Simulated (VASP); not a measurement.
Input of a VASP 6.6.1 run:

File INCAR:

```
SYSTEM = Y
PREC = Accurate
ENCUT = 520
EDIFF = 1E-7
ISMEAR = 0
SIGMA = 0.1
LREAL = .False.
LASPH = .True.
NELM = 80
ALGO = Fast
ISIF = 2
LWAVE = .False.
LCHARG = .False.
GGA = PS
NBANDS = 18
```

File KPOINTS:

```
Automatic mesh
0
Gamma
  14 14 10
  0 0 0
```

File POSCAR:

```
Y
1.0
    2.5631265262      2.5631265262      0.0000000000
   -2.4932661686      2.4932661686      0.0000000000
    0.0000000000      0.0000000000      4.8923905055
Y
2
Direct
    0.0000000000      0.0000000000      0.0000000000
    0.5000000000      0.5000000000      0.5000000000
```

Potentials or basis: VASP PAW PBE potentials, release 64 (Y_sv).

The run is started by

```console
$ cat potpaw_PBE.64/Y_sv/POTCAR > POTCAR
$ mpirun -np 1 vasp_std > vasp.out
```

(1) Predict the band gap on the k mesh.

(2) Predict the pressure.

Answers

(1) zero (bands 11 and 12 overlap by 1.76 eV).

(2) -0.7 GPa.

Caveat: the cell differs from its parent crystal (uniaxial strain along a: +3.0 %, then relaxed in part); the PAW data sets were made with another functional, which shifts forces and pressure a little.
